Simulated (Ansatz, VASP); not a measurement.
Zn2CdO3 in VASP and in Ansatz

```
CELL_PARAMETERS angstrom
3.35927 0.00000 0.00000
-1.67963 2.90921 0.00000
0.00000 0.00000 8.40742
ATOMIC_POSITIONS crystal
Zn 0.66667 0.33333 0.34545
Zn 0.33333 0.66667 0.65607
Cd 0.00000 0.00000 0.00628
O 0.00000 0.00000 0.27085
O 0.66667 0.33333 0.58168
O 0.33333 0.66667 0.88967
```

Alike in both runs: task relaxation of cell and atoms; functional PBE; k mesh 12 × 12 × 4; occupations gaussian, width 0.01 eV; no spin polarisation.

```csv
,VASP,Ansatz
version,VASP 6.6.1,Ansatz 0.2.0
potentials or method,"VASP PAW PBE potentials, release 64 (Zn, Cd, O), cutoff 600 eV","scalar-relativistic, plane waves, PAW"
valence electrons in the cell,54,62
```

Ansatz gave:

| Quantity | Value |
| --- | --- |
| gap on the k mesh at the Fermi level, each at its own relaxed structure (eV) | 0.11 |
| relaxed volume (Å³/atom) | 13.70 |
| relaxed cell length with the largest relative difference (Å) | 3.358 |

Task: Estimate VASP's values.

Result: gap on the k mesh at the Fermi level, each at its own relaxed structure (eV): 0.08; relaxed volume (Å³/atom): 13.81; relaxed cell length with the largest relative difference (Å): 3.367.

VASP's potentials hold 54 valence electrons a cell and Ansatz's 62, so a difference there can come from the potentials and not from the codes.
